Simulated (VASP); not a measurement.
# Sr3Ta2O (P4mm) in VASP: further runs

The runs below take Sr3Ta2O through single point, with PBE.

Everything below comes from runs of VASP 6.6.1. Logs are shortened: lines on timing, memory, paths and dates and some standing lists are left out, and cuts for length are marked.

### Step 1. The cell of the first run

Symmetry: P4mm, No. 99, tetragonal system. The conventional cell has a = 3.763 Å, b = 3.763 Å, c = 8.189 Å, α = 90.00°, β = 90.00°, γ = 90.00°. Sr (site symmetry 2mm) has 10 Sr at 2.66 to 3.76 Å and 4 Ta at 2.87 to 2.89 Å and 2 O at 3.60 Å within 3.8 Å. Sr (site symmetry 4mm) has 5 Ta at 2.82 to 2.90 Å and 4 O at 3.33 Å and 8 Sr at 3.64 to 3.76 Å within 3.8 Å. Ta (site symmetry 4mm) has 8 Sr at 2.82 to 2.89 Å and 1 O at 2.92 Å and 4 Ta at 3.76 Å within 3.8 Å. Ta (site symmetry 4mm) has 4 O at 2.81 Å and 5 Sr at 2.87 to 2.90 Å and 4 Ta at 3.76 Å within 3.8 Å. Within 3.8 Å of O (site symmetry 4mm) lie 5 Ta at 2.81 to 2.92 Å and 8 Sr at 3.33 to 3.60 Å and 4 O at 3.76 Å.

The cell was built from a structure type or drawn by symmetry, and may not be a known phase.

### Step 2. Single point, PBE

Contents of INCAR:

```
ALGO = Normal
EDIFF = 1E-6
ENCUT = 520
GGA = PE
ISIF = 2
ISMEAR = 0
LASPH = True
LCHARG = False
LREAL = False
LWAVE = False
NBANDS = 38
NELM = 80
PREC = Accurate
SIGMA = 0.1
```

Contents of KPOINTS:

```
k-points
0
Gamma
  4 4 2
```

Contents of POSCAR:

```
Sr3Ta2O
1.0
    3.7627580700      0.0000000000      0.0000000000
    0.0000000000      3.7627580700      0.0000000000
    0.0000000000      0.0000000000      8.1893338100
Sr Ta O
3 2 1
Direct
    0.5000000000      0.0000000000      0.9983087800
    0.0000000000      0.5000000000      0.9983087800
    0.0000000000      0.0000000000      0.3792572600
    0.5000000000      0.5000000000      0.2665635600
    0.0000000000      0.0000000000      0.7339377400
    0.5000000000      0.5000000000      0.6236239100
```

Potentials or basis: VASP PAW PBE potentials, release 64 (Sr_sv, Ta_pv, O).

On the command line:

```bash
$ cat potpaw_PBE.64/Sr_sv/POTCAR potpaw_PBE.64/Ta_pv/POTCAR potpaw_PBE.64/O/POTCAR > POTCAR
$ mpirun -np 1 vasp_std > vasp.out
```

OUTCAR:

```text
EDIFF = 1E-6
   ENCUT = 520
   GGA = PE
   ISIF = 2
   ISMEAR = 0
   LASPH = True
   LREAL = False
   NELM = 80
   PREC = Accurate

 ion  position               nearest neighbor table
   1  0.500  0.000  0.998-   2 2.66   2 2.66   2 2.66   2 2.66   5 2.87   5 2.87   4 2.89   4 2.89
                             3 3.64   3 3.64
   2  0.000  0.500  0.998-   1 2.66   1 2.66   1 2.66   1 2.66   5 2.87   5 2.87   4 2.89   4 2.89
                             3 3.64   3 3.64
   3  0.000  0.000  0.379-   4 2.82   4 2.82   4 2.82   4 2.82   5 2.90   6 3.33   6 3.33   6 3.33
                             6 3.33   2 3.64   2 3.64   1 3.64   1 3.64
   4  0.500  0.500  0.267-   3 2.82   3 2.82   3 2.82   3 2.82   2 2.89   2 2.89   1 2.89   1 2.89

   5  0.000  0.000  0.734-   1 2.87   2 2.87   2 2.87   1 2.87   3 2.90
   6  0.500  0.500  0.624-   3 3.33   3 3.33   3 3.33   3 3.33

  LATTYP: Found a simple tetragonal cell.
 ALAT       =     3.7627580700
 C/A-ratio  =     2.1764178450

  Lattice vectors:

 A1 = (   3.7627580700,   0.0000000000,   0.0000000000)
 A2 = (   0.0000000000,   3.7627580700,   0.0000000000)
 A3 = (   0.0000000000,   0.0000000000,   8.1893338100)

Analysis of symmetry for initial positions (statically):
=====================================================================
 Subroutine PRICEL returns:
 Original cell was already a primitive cell.

 Routine SETGRP: Setting up the symmetry group for a
 simple tetragonal supercell.

 Subroutine GETGRP returns: Found  8 space group operations
 (whereof  8 operations were pure point group operations)
 out of a pool of 16 trial point group operations.

The static configuration has the point symmetry C_4v.

Analysis of symmetry for dynamics (positions and initial velocities):
=====================================================================
 Subroutine PRICEL returns:
 Original cell was already a primitive cell.

 Routine SETGRP: Setting up the symmetry group for a
 simple tetragonal supercell.

 Subroutine GETGRP returns: Found  8 space group operations
 (whereof  8 operations were pure point group operations)
 out of a pool of 16 trial point group operations.

The dynamic configuration has the point symmetry C_4v.

 Subroutine INISYM returns: Found  8 space group operations
 (whereof  8 operations are pure point group operations),
 and found     1 'primitive' translations

----------------------------------------------------------------------------------------

                                     Primitive cell

  volume of cell :     115.9474

  direct lattice vectors                    reciprocal lattice vectors
     3.762758070  0.000000000  0.000000000     0.265762502  0.000000000  0.000000000
     0.000000000  3.762758070  0.000000000     0.000000000  0.265762502  0.000000000
     0.000000000  0.000000000  8.189333810     0.000000000  0.000000000  0.122110055

  length of vectors
     3.762758070  3.762758070  8.189333810     0.265762502  0.265762502  0.122110055

  position of ions in fractional coordinates (direct lattice)
     0.500000000  0.000000000  0.998308780
     0.000000000  0.500000000  0.998308780
     0.000000000  0.000000000  0.379257260
     0.500000000  0.500000000  0.266563560
     0.000000000  0.000000000  0.733937740
     0.500000000  0.500000000  0.623623910

  ion indices of the primitive-cell ions
   primitive index   ion index
                 1           1
                 2           2
                 3           3
                 4           4
                 5           5
                 6           6

----------------------------------------------------------------------------------------

 KPOINTS: k-points

Automatic generation of k-mesh.
 Grid dimensions read from file:
 generate k-points for:    4    4    2

 Generating k-lattice:

  Cartesian coordinates                     Fractional coordinates (reciprocal lattice)
     0.066440626  0.000000000  0.000000000     0.250000000  0.000000000  0.000000000
     0.000000000  0.066440626  0.000000000     0.000000000  0.250000000  0.000000000
     0.000000000  0.000000000  0.061055027     0.000000000  0.000000000  0.500000000

  Length of vectors
     0.066440626  0.066440626  0.061055027

  Shift w.r.t. Gamma in fractional coordinates (k-lattice)
     0.000000000  0.000000000  0.000000000

 Subroutine IBZKPT returns following result:
 ===========================================

 Found     12 irreducible k-points:

 Following reciprocal coordinates:
            Coordinates               Weight
  0.000000  0.000000  0.000000      1.000000
  0.250000  0.000000  0.000000      4.000000
  0.500000  0.000000  0.000000      2.000000
  0.250000  0.250000  0.000000      4.000000
  0.500000  0.250000  0.000000      4.000000
  0.500000  0.500000  0.000000      1.000000
  0.000000  0.000000  0.500000      1.000000
  0.250000  0.000000  0.500000      4.000000
  0.500000  0.000000  0.500000      2.000000
[... 105 lines left out ...]
      3     -30.1610      2.00000
      4     -30.0507      2.00000
      5     -29.9871      2.00000
      6     -29.7192      2.00000
[... 30 lines left out ...]
     37       7.8720      0.00000
     38       8.0105      0.00000

 k-point     4 :       0.2500    0.2500    0.0000
  band No.  band energies     occupation
      1     -30.6524      2.00000
      2     -30.2188      2.00000
      3     -30.1693      2.00000
      4     -30.0225      2.00000
      5     -29.7648      2.00000
      6     -29.6415      2.00000
[... 30 lines left out ...]
     37       7.3257      0.00000
     38       8.3030      0.00000

 k-point     5 :       0.5000    0.2500    0.0000
  band No.  band energies     occupation
      1     -30.3478      2.00000
      2     -30.3203      2.00000
      3     -30.1396      2.00000
      4     -29.9774      2.00000
      5     -29.9629      2.00000
      6     -29.6855      2.00000
[... 30 lines left out ...]
     37       8.2905      0.00000
     38       8.3654      0.00000

 k-point     6 :       0.5000    0.5000    0.0000
  band No.  band energies     occupation
      1     -30.3330      2.00000
      2     -30.3330      2.00000
      3     -30.0860      2.00000
      4     -29.9382      2.00000
      5     -29.9382      2.00000
      6     -29.5517      2.00000
[... 30 lines left out ...]
     37       7.8733      0.00000
     38       7.8734      0.00000

 k-point     7 :       0.0000    0.0000    0.5000
  band No.  band energies     occupation
      1     -31.0412      2.00000
      2     -30.1649      2.00000
      3     -30.1649      2.00000
      4     -30.0262      2.00000
      5     -29.6706      2.00000
      6     -29.2862      2.00000
[... 30 lines left out ...]
     37       7.1326      0.00000
     38       8.2673      0.00000

 k-point     8 :       0.2500    0.0000    0.5000
  band No.  band energies     occupation
      1     -30.8222      2.00000
      2     -30.1991      2.00000
      3     -30.1630      2.00000
      4     -30.0225      2.00000
      5     -29.8002      2.00000
      6     -29.4514      2.00000
[... 30 lines left out ...]
     37       7.7653      0.00000
     38       7.8919      0.00000

 k-point     9 :       0.5000    0.0000    0.5000
  band No.  band energies     occupation
      1     -30.3646      2.00000
      2     -30.3612      2.00000
      3     -30.1610      2.00000
      4     -29.9862      2.00000
      5     -29.8883      2.00000
      6     -29.8541      2.00000
[... 30 lines left out ...]
     37       7.5709      0.00000
     38       8.6532      0.00000

 k-point    10 :       0.2500    0.2500    0.5000
  band No.  band energies     occupation
      1     -30.6566      2.00000
      2     -30.2187      2.00000
      3     -30.1711      2.00000
      4     -29.9967      2.00000
      5     -29.7863      2.00000
      6     -29.6418      2.00000
[... 30 lines left out ...]
     37       7.8975      0.00000
     38       8.2129      0.00000

 k-point    11 :       0.5000    0.2500    0.5000
  band No.  band energies     occupation
      1     -30.3480      2.00000
      2     -30.3341      2.00000
      3     -30.1518      2.00000
      4     -29.9627      2.00000
      5     -29.8849      2.00000
      6     -29.7610      2.00000
[... 30 lines left out ...]
     37       7.9838      0.00000
     38       8.2545      0.00000

 k-point    12 :       0.5000    0.5000    0.5000
  band No.  band energies     occupation
      1     -30.3327      2.00000
      2     -30.3327      2.00000
      3     -30.0864      2.00000
      4     -29.9387      2.00000
      5     -29.9387      2.00000
      6     -29.5513      2.00000
[... 30 lines left out ...]
     37       7.6923      0.00000
     38       7.6923      0.00000

------------------------ aborting loop because EDIFF is reached ----------------------------------------

  FORCE on cell =-STRESS in cart. coord.  units (eV):
  Direction    XX          YY          ZZ          XY          YZ          ZX
  --------------------------------------------------------------------------------------
  -------------------------------------------------------------------------------------
  Total       17.1840718     17.1840718     19.7375371      0.0000000     -0.0000000      0.0000000
  in kB      237.4518155    237.4518155    272.7359425      0.0000000     -0.0000000      0.0000000
  external PRESSURE =     249.2131911 kB  Pullay stress =       0.0000000 kB

 VOLUME and BASIS-vectors are now :
 -----------------------------------------------------------------------------
  energy-cutoff  :      520.00
  volume of cell :      115.95
      direct lattice vectors                 reciprocal lattice vectors
     3.762758070  0.000000000  0.000000000     0.265762502  0.000000000  0.000000000
     0.000000000  3.762758070  0.000000000     0.000000000  0.265762502  0.000000000
     0.000000000  0.000000000  8.189333810     0.000000000  0.000000000  0.122110055

 POSITION                                       TOTAL-FORCE (eV/Angst)
 -----------------------------------------------------------------------------------
      1.88138      0.00000      8.17548        -0.000000      0.000000      0.129086
      0.00000      1.88138      8.17548         0.000000      0.000000      0.129086
      0.00000      0.00000      3.10586         0.000000      0.000000      1.980299
      1.88138      1.88138      2.18298         0.000000     -0.000000      1.287651
      0.00000      0.00000      6.01046         0.000000     -0.000000     -4.141294
      1.88138      1.88138      5.10706         0.000000      0.000000      0.615173
 -----------------------------------------------------------------------------------
    total drift:                                0.000000      0.000000      0.001876

  FREE ENERGIE OF THE ION-ELECTRON SYSTEM (eV)
  ---------------------------------------------------
  free  energy   TOTEN  =       -19.8623803784 eV

  energy  without entropy=      -19.8246410275  energy(sigma->0) =      -19.84351070
```

Run time: 94 s. Hardware: 1 thread of Intel Xeon Platinum 8259CL at 2.50GHz (Skylake/Cascade Lake), shared host; peak memory 0.23 GiB.

Results:

```yaml
Free_energy: -19.8624 eV
Pressure: 24.9 GPa
Largest_force: 4.141 eV/Å
Band_gap_on_the_k_mesh: zero (bands 29 and 30 overlap by 1.89 eV)
```

Forces on the atoms (eV/Å):
```
Sr   0.000  0.000  0.129
Sr   0.000  0.000  0.129
Sr   0.000  0.000  1.980
Ta   0.000  0.000  1.288
Ta   0.000  0.000 -4.141
O    0.000  0.000  0.615
```

Stress tensor (GPa, compression positive):
```
23.75  0.00  0.00
 0.00 23.75  0.00
 0.00  0.00 27.27
```

Levels at points of the mesh, in eV from the Fermi level:
```
           k point  band 25  band 26  band 27  band 28  band 29  band 30  band 31  band 32  band 33  band 34
(0.00, 0.00, 0.00)    -2.75    -1.56    -0.98    -0.98    -0.98    -0.59    -0.50     0.51     0.96     0.96
(0.50, 0.00, 0.00)    -0.98    -0.37    -0.18    -0.17    -0.09     0.04     0.19     0.37     1.02     1.38
(0.50, 0.50, 0.00)    -0.97    -0.97    -0.62    -0.30     0.86     0.86     1.16     1.75     1.96     2.18
(0.00, 0.00, 0.50)    -2.67    -1.72    -1.29    -1.15    -1.03    -1.03    -0.56     0.42     0.58     1.00
(0.50, 0.00, 0.50)    -0.85    -0.62    -0.58    -0.43    -0.28     0.02     0.70     0.75     1.47     1.64
(0.50, 0.50, 0.50)    -0.78    -0.78     0.30     0.63     0.63     0.67     1.45     1.95     1.96     2.09
```

Caveat: the k points lie up to 0.42 Å⁻¹ apart, too coarse for converged energies and pressures of a metal; spin-orbit coupling is left out, which moves the levels of the heavy elements; forces of over 1 eV/Å act on the atoms, so gaps and moduli don't describe the material at rest.

### Step 3. Single point, PBE

This run uses another cell than the first one, of 27.71 Å³/atom.

Contents of INCAR:

```
SYSTEM = Sr3Ta2O
PREC     = Accurate       ! precision mode
ENCUT    = 520            ! plane-wave cutoff, eV
EDIFF    = 1E-6           ! SCF threshold, eV
ISMEAR   = 0              ! smearing method
SIGMA    = 0.1            ! smearing width, eV
LREAL    = .False.        ! projectors in reciprocal space
LASPH    = .True.         ! aspherical terms in the spheres
NELM     = 60             ! most SCF steps
ALGO     = Normal         ! electronic algorithm
ISIF     = 2              ! what is computed and relaxed
LWAVE    = .False.        ! write WAVECAR
LCHARG   = .False.        ! write CHGCAR
GGA      = PE             ! functional
NBANDS   = 38             ! bands
```

Contents of KPOINTS:

```
regular mesh
0
Gamma
  4 4 2
  0 0 0
```

Contents of POSCAR:

```
Sr3Ta2O
1.0
    4.2002755647      0.0000000000      0.0000000000
    0.0000000000      4.2002755647      0.0000000000
    0.0000000000      0.0000000000      9.4238345378
Sr Ta O
3 2 1
Direct
    0.5000000000      0.0000000000      0.7857078812
    0.0000000000      0.5000000000      0.7857078812
    0.0000000000      0.0000000000      0.2066658852
    0.5000000000      0.5000000000      0.4488947369
    0.0000000000      0.0000000000      0.5238614603
    0.5000000000      0.5000000000      1.2491621851
```

Potentials or basis: VASP PAW PBE potentials, release 64 (Sr_sv, Ta_pv, O).

On the command line:

```bash
$ cat potpaw_PBE.64/Sr_sv/POTCAR potpaw_PBE.64/Ta_pv/POTCAR potpaw_PBE.64/O/POTCAR > POTCAR
$ mpirun -np 1 vasp_std > vasp.out
```

Run time: 1.7 min. Hardware: 1 thread of Intel Xeon Platinum 8259CL at 2.50GHz (Skylake/Cascade Lake), shared host; peak memory 0.29 GiB.

It converged, with:

- Free energy: -32.5071 eV
- Pressure: 0.2 GPa
- Largest force: 0.167 eV/Å
- Band gap on the k mesh: zero (bands 29 and 30 overlap by 0.21 eV)

Forces in eV/Å, atoms in the order of the input:
```
Sr   0.000  0.000  0.014
Sr   0.000  0.000  0.014
Sr   0.000  0.000 -0.035
Ta   0.000  0.000  0.167
Ta   0.000  0.000 -0.006
O    0.000  0.000 -0.155
```

Stress tensor (GPa, compression positive):
```
0.13 0.00 0.00
0.00 0.13 0.00
0.00 0.00 0.43
```

Levels at points of the mesh, in eV from the Fermi level:
```csv
k point,band 27,band 28,band 29,band 30,band 31,band 32
"(0.00, 0.00, 0.00)",-1.15,-0.53,-0.07,-0.07,0.14,0.67
"(0.50, 0.00, 0.00)",-0.60,-0.30,-0.01,0.19,0.80,1.14
"(0.50, 0.50, 0.00)",-0.50,0.07,0.07,0.17,0.40,1.46
"(0.00, 0.00, 0.50)",-1.15,-0.69,-0.15,-0.15,0.23,0.67
"(0.50, 0.00, 0.50)",-0.61,-0.32,-0.31,0.04,0.93,1.18
"(0.50, 0.50, 0.50)",-0.48,-0.05,-0.05,0.07,1.20,1.22
```

Caveat: the k points lie up to 0.37 Å⁻¹ apart; spin-orbit coupling is left out, which moves the levels of the heavy elements.

### Step 4. Single point, PBE

This run uses another cell than the first one, of 27.80 Å³/atom.

Contents of INCAR:

```
SYSTEM = Sr3Ta2O
PREC = Accurate
ENCUT = 520
EDIFF = 1E-7
ISMEAR = 0
SIGMA = 0.1
LREAL = .FALSE.
LASPH = .TRUE.
NELM = 60
ALGO = Normal
ISIF = 2
LWAVE = .FALSE.
LCHARG = .FALSE.
GGA = PE
NBANDS = 38
```

Contents of KPOINTS:

```
regular mesh
0
G
  10 10 4
  0 0 0
```

Contents of POSCAR:

```
Sr3Ta2O
1.0
    4.1785568312      0.0000000000      0.0000000000
    0.0000000000      4.1785568312      0.0000000000
    0.0000000000      0.0000000000      9.5525383415
Sr Ta O
3 2 1
Direct
    0.5000000000      0.0000000000      0.7874500760
    0.0000000000      0.5000000000      0.7874500760
    0.0000000000      0.0000000000      0.2066256883
    0.5000000000      0.5000000000      0.4451165665
    0.0000000000      0.0000000000      0.5247600530
    0.5000000000      0.5000000000      0.2485975700
```

On the command line:

```bash
$ cat potpaw_PBE.64/Sr_sv/POTCAR potpaw_PBE.64/Ta_pv/POTCAR potpaw_PBE.64/O/POTCAR > POTCAR
$ mpirun -np 1 vasp_std > vasp.out
```

It took 7.1 min on 1 thread of Intel Xeon Platinum 8259CL at 2.50GHz (Skylake/Cascade Lake), shared host; peak memory 0.5 GiB.

Results (log left out):

```
Free energy            : -32.5156 eV
Pressure               : 0.2 GPa
Largest force          : 0.176 eV/Å
Band gap on the k mesh : zero (bands 29 and 30 overlap by 0.26 eV)
```

Forces on the atoms (eV/Å):
```
Sr   0.000  0.000  0.013
Sr   0.000  0.000  0.013
Sr   0.000  0.000 -0.017
Ta   0.000  0.000  0.176
Ta   0.000  0.000 -0.019
O    0.000  0.000 -0.166
```

Stress tensor (GPa, compression positive):
```
0.13 0.00 0.00
0.00 0.13 0.00
0.00 0.00 0.40
```

Levels at points of the mesh, in eV from the Fermi level:
| k point | band 27 | band 28 | band 29 | band 30 | band 31 | band 32 |
| --- | --- | --- | --- | --- | --- | --- |
| (0.00, 0.00, 0.00) | -1.06 | -0.57 | 0.03 | 0.03 | 0.06 | 0.63 |
| (0.50, 0.00, 0.00) | -0.60 | -0.27 | 0.02 | 0.21 | 0.80 | 1.21 |
| (0.50, 0.50, 0.00) | -0.53 | 0.09 | 0.09 | 0.17 | 0.51 | 1.44 |
| (0.00, 0.00, 0.50) | -1.06 | -0.66 | -0.04 | -0.04 | 0.11 | 0.62 |
| (0.50, 0.00, 0.50) | -0.61 | -0.28 | -0.27 | 0.07 | 0.95 | 1.24 |
| (0.50, 0.50, 0.50) | -0.48 | 0.00 | 0.00 | 0.09 | 1.21 | 1.21 |

Caveat: spin-orbit coupling is left out, which moves the levels of the heavy elements.

### Step 5. Summary

```tsv
cell	k mesh	gap on the mesh (eV)	pressure (GPa)	largest force (eV/Å)
a = 3.763, b = 3.763, c = 8.189 Å, 6 atoms, atomic positions A	4 × 4 × 2	none	24.9	4.14
a = 4.200, b = 4.200, c = 9.424 Å, 6 atoms, atomic positions B	4 × 4 × 2	none	0.2	0.17
a = 4.179, b = 4.179, c = 9.553 Å, 6 atoms, atomic positions C	10 × 10 × 4	none	0.2	0.18
```

Alike in all rows: task single point; level PBE; potentials or basis VASP PAW PBE potentials, release 64 (Sr_sv, Ta_pv, O); no spin polarisation; cutoff (eV) 520; smearing gaussian 0.1 eV.

Caveats: some runs use coarse meshes; spin-orbit coupling is left out, which moves the levels of the heavy elements; forces of over 1 eV/Å act on the atoms, so gaps and moduli don't describe the material at rest (at least some runs).

Total energies depend on the potentials used, so only differences within one code and one set of settings carry meaning.
